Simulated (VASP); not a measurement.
Here is a VASP 6.6.1 calculation.

The input INCAR:

```
SYSTEM = BaTiO3
PREC = Accurate ; ENCUT = 520
EDIFF = 1E-6 ; ISMEAR = 0
SIGMA = 0.01 ; LREAL = .False.
LASPH = .True. ; NELM = 60
ALGO = Normal ; ISIF = 2
LWAVE = .False. ; LCHARG = .False.
GGA = PS ; NBANDS = 28
```

File KPOINTS:

```
Automatic mesh
0
Gamma
  7 7 7
  0 0 0
```

Contents of POSCAR:

```
BaTiO3
1.0
    4.0060000000      0.0000000000      0.0000000000
    0.0000000000      4.0060000000      0.0000000000
    0.0000000000      0.0000000000      4.0060000000
Ba Ti O
1 1 3
Direct
    0.5000000000      0.5000000000      0.5000000000
    0.0000000000      0.0000000000      0.0000000000
    0.5000000000      0.0000000000      0.0000000000
    0.0000000000      0.5000000000      0.0000000000
    0.0000000000      0.0000000000      0.5000000000
```

Potentials or basis: VASP PAW PBE potentials, release 64 (Ba_sv, Ti_sv, O).

The run is started by

```bash
$ cat potpaw_PBE.64/Ba_sv/POTCAR potpaw_PBE.64/Ti_sv/POTCAR potpaw_PBE.64/O/POTCAR > POTCAR
$ mpirun -np 1 vasp_std > vasp.out
```

Task: What does it give for the band gap on the k mesh?

Result: 1.76 eV, indirect (least direct gap 1.84 eV).

Task: Predict the pressure.

Result: -2.8 GPa.

Caveat: the PAW data sets were made with another functional, which shifts forces and pressure a little; spin-orbit coupling is left out, which moves the levels of the heavy elements. A k mesh can miss the band edges.
